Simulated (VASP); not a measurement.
# HfO2 (P-3m1) in VASP: further runs

HfO2 is run at these levels: PBE, PBE+D3(BJ); tasks: single point.

Program: VASP 6.6.1. These are calculated values, not measurements. Logs are shortened: lines on timing, memory, paths and dates and some standing lists are left out, and cuts for length are marked.

### 1 The cell of the first run

The structure is trigonal, space group P-3m1 (No. 164). Conventional cell: a = 3.252 Å, b = 3.252 Å, c = 5.490 Å, α = 90.00°, β = 90.00°, γ = 120.00°. Within 2.8 Å of Hf (site symmetry -3m) lie 6 O at 2.10 Å. Within 2.8 Å of O (site symmetry 3m) lie 3 Hf at 2.10 Å and 3 O at 2.67 Å.

### 2 Single point, PBE

INCAR

```
  PREC = Accurate
  ENCUT = 520
  EDIFF = 1E-6
  ISMEAR = 0
  SIGMA = 0.05
  LREAL = False
  LASPH = True
  NELM = 80
  ALGO = Normal
  ISIF = 2
  LWAVE = False
  LCHARG = False
  GGA = PE
  NBANDS = 18
```

KPOINTS

```
Automatic mesh
0
Gamma
  12 12 6
```

POSCAR

```
HfO2
1.0
    3.2522111955      0.0000000000      0.0000000000
   -1.6261055978      2.8164975138      0.0000000000
    0.0000000000      0.0000000000      5.4896684132
Hf O
1 2
Direct
    0.0000000000      0.0000000000      0.0000000000
    0.3333333333      0.6666666667      0.1731211689
    0.6666666667      0.3333333333      0.8268788311
```

Potentials or basis: VASP PAW PBE potentials, release 64 (Hf_pv, O).

Command:

```console
$ cat potpaw_PBE.64/Hf_pv/POTCAR potpaw_PBE.64/O/POTCAR > POTCAR
$ mpirun -np 1 vasp_std > vasp.out
```

OUTCAR:

```text
PREC = Accurate
   ENCUT = 520
   EDIFF = 1E-6
   ISMEAR = 0
   LREAL = False
   LASPH = True
   NELM = 80
   ISIF = 2
   GGA = PE

 ion  position               nearest neighbor table
   1  0.000  0.000  0.000-   2 2.10   3 2.10   3 2.10   2 2.10   3 2.10   2 2.10
   2  0.333  0.667  0.173-   1 2.10   1 2.10   1 2.10
   3  0.667  0.333  0.827-   1 2.10   1 2.10   1 2.10

  LATTYP: Found a hexagonal cell.
 ALAT       =     3.2522111955
 C/A-ratio  =     1.6879802950

  Lattice vectors:

 A1 = (   3.2522111955,   0.0000000000,   0.0000000000)
 A2 = (  -1.6261055978,   2.8164975138,   0.0000000000)
 A3 = (   0.0000000000,   0.0000000000,   5.4896684132)

Analysis of symmetry for initial positions (statically):
=====================================================================
 Subroutine PRICEL returns:
 Original cell was already a primitive cell.

 Routine SETGRP: Setting up the symmetry group for a
 hexagonal supercell.

 Subroutine GETGRP returns: Found 12 space group operations
 (whereof 12 operations were pure point group operations)
 out of a pool of 24 trial point group operations.

The static configuration has the point symmetry D_3d.

Analysis of symmetry for dynamics (positions and initial velocities):
=====================================================================
 Subroutine PRICEL returns:
 Original cell was already a primitive cell.

 Routine SETGRP: Setting up the symmetry group for a
 hexagonal supercell.

 Subroutine GETGRP returns: Found 12 space group operations
 (whereof 12 operations were pure point group operations)
 out of a pool of 24 trial point group operations.

The dynamic configuration has the point symmetry D_3d.

 Subroutine INISYM returns: Found 12 space group operations
 (whereof 12 operations are pure point group operations),
 and found     1 'primitive' translations

----------------------------------------------------------------------------------------

                                     Primitive cell

  volume of cell :      50.2845

  direct lattice vectors                    reciprocal lattice vectors
     3.252211196  0.000000000  0.000000000     0.307483106  0.177525454  0.000000000
    -1.626105598  2.816497514  0.000000000     0.000000000  0.355050908  0.000000000
     0.000000000  0.000000000  5.489668413     0.000000000  0.000000000  0.182160365

  length of vectors
     3.252211196  3.252211196  5.489668413     0.355050908  0.355050908  0.182160365

[... 82 lines left out ...]
   EDIFF  = 0.1E-05   stopping-criterion for ELM
   LREAL  =      F    real-space projection
   EDIFFG = 0.1E-04   stopping-criterion for IOM
   NSW    =      0    number of steps for IOM
   IBRION =     -1    ionic relax: 0-MD 1-quasi-New 2-CG
   NFREE  =      0    steps in history (QN), initial steepest desc. (CG)
   ISIF   =      2    stress and relaxation
   ISYM   =      2    0-nonsym 1-usesym 2-fastsym
   POTIM  = 0.5000    time-step for ionic-motion
   TEBEG  =    0.0;   TEEND  =   0.0 temperature during run
   PSTRESS=    0.0 pullay stress
   NELECT =      22.0000    total number of electrons
   NUPDOWN=      -1.0000    fix difference up-down
   EMIN   =  10.00;   EMAX   =-10.00  energy-range for DOS
   EFERMI =   0.00;   METHOD = LEGACY
   ISMEAR =     0;   SIGMA  =   0.05  broadening in eV -4-tet -1-fermi 0-gaus
   EFERMI_NEDOS =   21; number of points for ismear=-14 and -15
   IALGO  =     38    algorithm
   IMIX   =      4    mixing-type and parameters
     AMIX     =   0.40;   BMIX     =  1.00
     AMIX_MAG =   1.60;   BMIX_MAG =  1.00
  volume/ion in A,a.u.               =      16.76       113.11
  Fermi-wavevector in a.u.,A,eV,Ry     =   1.242809  2.348568 21.015201  1.544574
  Thomas-Fermi vector in A             =   2.377147
   LORBIT       =      0    0 simple, 1 ext, 2 COOP (PROOUT), +10 PAW based schemes
   GGA     = PE    functional components
   LHFCALC =     F    Hartree Fock is set to
   AEXX    =    0.0000 exact exchange contribution
   IVDW    =     0    specifies the selected vdW correction
   LEPSILON=     F    determine dielectric tensor
   LRPA    =     F    only Hartree local field effects (RPA)
 non-spin polarized calculation
 Gauss-broadening in eV      SIGMA  =   0.05
  energy-cutoff  :      520.00
  volume of cell :       50.28
 maximum number of plane-waves:      1386
   NGX = 13   NGY = 13   NGZ = 21

 number of electron      22.0000008 magnetization

 Free energy of the ion-electron system (eV)
  ---------------------------------------------------
  ext. energy  EPLUGINS =         0.00000000
  ---------------------------------------------------
  free energy    TOTEN  =       -29.83793512 eV

  energy without entropy =      -29.83793512  energy(sigma->0) =      -29.83793512

 E-fermi :  -0.3473     XC(G=0):  -8.9266

 val. band max:       -0.5546067218   @ k =   0.1667   0.1667   0.0000
 cond. band min:       4.2699640030   @ k =   0.3333   0.3333   0.0000
 fundamental gap:      4.8245707247
 Fermi energy:        -0.3472820327

 k-point     1 :       0.0000    0.0000    0.0000
  band No.  band energies     occupation
      1     -29.6728      2.00000
      2     -29.1996      2.00000
      3     -29.1996      2.00000
      4     -17.7128      2.00000
      5     -15.7861      2.00000
      6      -4.2342      2.00000
[... 481 lines left out ...]
      5     -16.0399      2.00000
      6      -4.0825      2.00000
[... 10 lines left out ...]
     17      10.2395      0.00000
     18      10.8258      0.00000

 [... further k-points ...]

------------------------ aborting loop because EDIFF is reached ----------------------------------------

  FORCE on cell =-STRESS in cart. coord.  units (eV):
  Direction    XX          YY          ZZ          XY          YZ          ZX
  --------------------------------------------------------------------------------------
  -------------------------------------------------------------------------------------
  Total       -0.2669629     -0.2669629      0.2393589      0.0000000      0.0000000     -0.0000000
  in kB       -8.5060356     -8.5060356      7.6265110      0.0000000      0.0000000     -0.0000000
  external PRESSURE =      -3.1285200 kB  Pullay stress =       0.0000000 kB

 VOLUME and BASIS-vectors are now :
 -----------------------------------------------------------------------------
  energy-cutoff  :      520.00
  volume of cell :       50.28
      direct lattice vectors                 reciprocal lattice vectors
     3.252211196  0.000000000  0.000000000     0.307483106  0.177525454  0.000000000
    -1.626105598  2.816497514  0.000000000     0.000000000  0.355050908  0.000000000
     0.000000000  0.000000000  5.489668413     0.000000000  0.000000000  0.182160365

 POSITION                                       TOTAL-FORCE (eV/Angst)
 -----------------------------------------------------------------------------------
      0.00000      0.00000      0.00000         0.000000      0.000000      0.000000
     -0.00000      1.87767      0.95038         0.000000     -0.000000      0.132954
      1.62611      0.93883      4.53929        -0.000000      0.000000     -0.132954
 -----------------------------------------------------------------------------------
    total drift:                                0.000000     -0.000000      0.000000

  FREE ENERGIE OF THE ION-ELECTRON SYSTEM (eV)
  ---------------------------------------------------
  free  energy   TOTEN  =       -29.8379351240 eV

  energy  without entropy=      -29.8379351240  energy(sigma->0) =      -29.83793512
```

stdout:

```text
POSCAR found type information on POSCAR HfO
 POSCAR found :  2 types and       3 ions
 scaLAPACK will be used
 LDA part: xc-table for (Slater+PW92), standard interpolation
 POSCAR, INCAR and KPOINTS ok, starting setup
 FFT: planning ... GRIDC
 FFT: planning ... GRID_SOFT
 FFT: planning ... GRID
 WAVECAR not read
 entering main loop
```

It took 1.7 min on 1 thread of AMD EPYC 7R13, shared host; peak memory 0.2 GiB.

Results:

```yaml
Free_energy: -29.8379 eV
Pressure: -0.3 GPa
Largest_force: 0.133 eV/Å
Band_gap_on_the_k_mesh: 4.82 eV (least direct gap 5.08 eV)
```

Forces in eV/Å, atoms in the order of the input:
```
Hf   0.000  0.000  0.000
O    0.000  0.000  0.133
O    0.000  0.000 -0.133
```

Caveat: spin-orbit coupling is left out, which moves the levels of the heavy elements. A k mesh can miss the band edges.

### 3 Single point, PBE

This run uses another cell than the first one, of 17.10 Å³/atom.

INCAR

```
SYSTEM = HfO2
ALGO = Normal
EDIFF = 1E-7
ENCUT = 520
GGA = PE
ISIF = 2
ISMEAR = 0
LASPH = .True.
LCHARG = .False.
LREAL = .False.
LWAVE = .False.
NBANDS = 18
NELM = 60
PREC = Accurate
SIGMA = 0.05
```

KPOINTS

```
k-points
0
Gamma
  12 12 6
  0 0 0
```

POSCAR, as its differences from that of step 2:

```diff
@@ -4,3 +4,3 @@
    -1.6261055978      2.8164975138      0.0000000000
-    0.0000000000      0.0000000000      5.4896684132
+    0.0000000000      0.0000000000      5.6017024625
 Hf O
```

Potentials or basis: VASP PAW PBE potentials, release 64 (Hf_pv, O).

Command:

```console
$ cat potpaw_PBE.64/Hf_pv/POTCAR potpaw_PBE.64/O/POTCAR > POTCAR
$ mpirun -np 1 vasp_std > vasp.out
```

It took 2.1 min on 1 thread of AMD EPYC 7R13, shared host; peak memory 0.2 GiB.

Results (log left out):

```yaml
Free_energy: -29.8371 eV
Pressure: -2.0 GPa
Largest_force: 0.198 eV/Å
Band_gap_on_the_k_mesh: 4.77 eV (least direct gap 5.01 eV)
```

Forces in eV/Å, atoms in the order of the input:
```
Hf   0.000  0.000  0.000
O    0.000  0.000 -0.198
O    0.000  0.000  0.198
```

Stress tensor (GPa, compression positive):
```
-2.39  0.00  0.00
 0.00 -2.39  0.00
 0.00  0.00 -1.29
```

Levels at points of the mesh, in eV from the valence-band top:
```
           k point  band 7  band 8  band 9  band 10  band 11  band 12  band 13  band 14  band 15  band 16
(0.00, 0.00, 0.00)   -3.57   -3.31   -0.44    -0.28    -0.28     5.09     5.09     5.20     7.58    10.05
(0.50, 0.00, 0.00)   -2.52   -1.78   -1.31    -1.02    -0.51     4.77     5.92     7.06     9.72    10.43
(0.00, 0.00, 0.50)   -3.57   -3.08   -0.86    -0.29    -0.29     5.08     5.08     5.87     7.73     8.59
(0.50, 0.00, 0.50)   -2.53   -1.87   -1.25    -1.00    -0.36     4.84     6.04     7.05     9.52    10.28
```

Caveat: spin-orbit coupling is left out, which moves the levels of the heavy elements. A k mesh can miss the band edges.

### 4 Single point, PBE

This run uses another cell than the first one, of 17.10 Å³/atom.

INCAR

```
ALGO     = Normal         # electronic algorithm
EDIFF    = 1E-6           # SCF threshold, eV
ENCUT    = 520            # plane-wave cutoff, eV
GGA      = PE             # functional
ISIF     = 2              # what is computed and relaxed
ISMEAR   = 0              # smearing method
LASPH    = T              # aspherical terms in the spheres
LCHARG   = F              # write CHGCAR
LREAL    = F              # projectors in reciprocal space
LWAVE    = F              # write WAVECAR
NBANDS   = 18             # bands
NELM     = 80             # most SCF steps
PREC     = Accurate       # precision mode
SIGMA    = 0.05           # smearing width, eV
```

KPOINTS

```
k-points
0
Gamma
  12 12 6
```

POSCAR is that of step 3.

Potentials or basis: VASP PAW PBE potentials, release 64 (Hf_pv, O).

Command:

```console
$ cat potpaw_PBE.64/Hf_pv/POTCAR potpaw_PBE.64/O/POTCAR > POTCAR
$ mpirun -np 1 vasp_std > vasp.out
```

OUTCAR:

```text
EDIFF = 1E-6
   ENCUT = 520
   GGA = PE
   ISIF = 2
   ISMEAR = 0
   LASPH = T
   LREAL = F
   NELM = 80
   PREC = Accurate

 ion  position               nearest neighbor table
   1  0.000  0.000  0.000-   2 2.11   3 2.11   3 2.11   2 2.11   3 2.11   2 2.11
   2  0.333  0.667  0.173-   1 2.11   1 2.11   1 2.11
   3  0.667  0.333  0.827-   1 2.11   1 2.11   1 2.11

  LATTYP: Found a hexagonal cell.
 ALAT       =     3.2522111955
 C/A-ratio  =     1.7224288725

  Lattice vectors:

 A1 = (   3.2522111955,   0.0000000000,   0.0000000000)
 A2 = (  -1.6261055978,   2.8164975138,   0.0000000000)
 A3 = (   0.0000000000,   0.0000000000,   5.6017024625)

Analysis of symmetry for initial positions (statically):
=====================================================================
 Subroutine PRICEL returns:
 Original cell was already a primitive cell.

 Routine SETGRP: Setting up the symmetry group for a
 hexagonal supercell.

 Subroutine GETGRP returns: Found 12 space group operations
 (whereof 12 operations were pure point group operations)
[... 163 lines left out ...]

  energy without entropy =      -29.83712716  energy(sigma->0) =      -29.83712716

 E-fermi :  -0.3996     XC(G=0):  -8.8189

 val. band max:       -0.7193770102   @ k =   0.1667   0.1667   0.0000
 cond. band min:       4.0484675590   @ k =   0.5000   0.0000   0.0000
 fundamental gap:      4.7678445692
 Fermi energy:        -0.3995941352

 k-point     1 :       0.0000    0.0000    0.0000
  band No.  band energies     occupation
      1     -29.8656      2.00000
      2     -29.4028      2.00000
      3     -29.4028      2.00000
      4     -17.8064      2.00000
      5     -15.9567      2.00000
      6      -4.2881      2.00000
[... 481 lines left out ...]
      5     -16.1987      2.00000
      6      -4.1677      2.00000
[... 10 lines left out ...]
     17       9.8944      0.00000
     18      10.4848      0.00000

 [... further k-points ...]

------------------------ aborting loop because EDIFF is reached ----------------------------------------

  FORCE on cell =-STRESS in cart. coord.  units (eV):
  Direction    XX          YY          ZZ          XY          YZ          ZX
  --------------------------------------------------------------------------------------
  -------------------------------------------------------------------------------------
  Total       -0.7665206     -0.7665206     -0.4118037      0.0000000      0.0000000      0.0000000
  in kB      -23.9346056    -23.9346056    -12.8585704      0.0000000      0.0000000      0.0000000
  external PRESSURE =     -20.2425939 kB  Pullay stress =       0.0000000 kB

 VOLUME and BASIS-vectors are now :
 -----------------------------------------------------------------------------
  energy-cutoff  :      520.00
  volume of cell :       51.31
      direct lattice vectors                 reciprocal lattice vectors
     3.252211196  0.000000000  0.000000000     0.307483106  0.177525454  0.000000000
    -1.626105598  2.816497514  0.000000000     0.000000000  0.355050908  0.000000000
     0.000000000  0.000000000  5.601702462     0.000000000  0.000000000  0.178517157

 POSITION                                       TOTAL-FORCE (eV/Angst)
 -----------------------------------------------------------------------------------
      0.00000      0.00000      0.00000        -0.000000     -0.000000      0.000000
     -0.00000      1.87767      0.96977         0.000000     -0.000000     -0.198351
      1.62611      0.93883      4.63193        -0.000000      0.000000      0.198351
 -----------------------------------------------------------------------------------
    total drift:                                0.000000     -0.000000      0.000000

  FREE ENERGIE OF THE ION-ELECTRON SYSTEM (eV)
  ---------------------------------------------------
  free  energy   TOTEN  =       -29.8371271587 eV

  energy  without entropy=      -29.8371271587  energy(sigma->0) =      -29.83712716
```

OSZICAR:

```text
N       E                     dE             d eps       ncg     rms          rms(c)
DAV:   1     0.110062253411E+03    0.11006E+03   -0.12143E+04  3624   0.113E+03
DAV:   2    -0.290607039376E+02   -0.13912E+03   -0.13451E+03  4584   0.286E+02
DAV:   3    -0.353153817537E+02   -0.62547E+01   -0.62299E+01  4536   0.555E+01
DAV:   4    -0.353697849469E+02   -0.54403E-01   -0.54373E-01  4742   0.575E+00
DAV:   5    -0.353704685806E+02   -0.68363E-03   -0.68355E-03  4416   0.591E-01    0.545E+01
DAV:   6    -0.300408768452E+02    0.53296E+01   -0.23210E+01  3674   0.328E+01    0.464E+01
DAV:   7    -0.298733811671E+02    0.16750E+00   -0.12669E+00  4000   0.866E+00    0.285E+01
DAV:   8    -0.298526019728E+02    0.20779E-01   -0.25500E-01  4238   0.434E+00    0.795E+00
DAV:   9    -0.298363112418E+02    0.16291E-01   -0.39067E-02  3812   0.173E+00    0.302E+00
DAV:  10    -0.298370081466E+02   -0.69690E-03   -0.27475E-03  4496   0.389E-01    0.131E-01
DAV:  11    -0.298370749490E+02   -0.66802E-04   -0.10901E-04  4464   0.893E-02    0.809E-02
DAV:  12    -0.298371267376E+02   -0.51789E-04   -0.55063E-05  3676   0.582E-02    0.222E-02
DAV:  13    -0.298371271587E+02   -0.42107E-06   -0.96694E-07  4000   0.788E-03
   1 F= -.29837127E+02 E0= -.29837127E+02  d E =-.354870E-21
```

Wall time 1.7 min (1 thread of AMD EPYC 7R13, shared host); peak memory 0.2 GiB.

What came out:

```
Free energy            : -29.8371 eV
Pressure               : -2.0 GPa
Largest force          : 0.198 eV/Å
Band gap on the k mesh : 4.77 eV (least direct gap 5.01 eV)
```

Forces on the atoms (eV/Å):
```
Hf   0.000  0.000  0.000
O    0.000  0.000 -0.198
O    0.000  0.000  0.198
```

Stress tensor (GPa, compression positive):
```
-2.39  0.00  0.00
 0.00 -2.39  0.00
 0.00  0.00 -1.29
```

Caveat: spin-orbit coupling is left out, which moves the levels of the heavy elements. A k mesh can miss the band edges.

(Continued in part 2 of 2.)
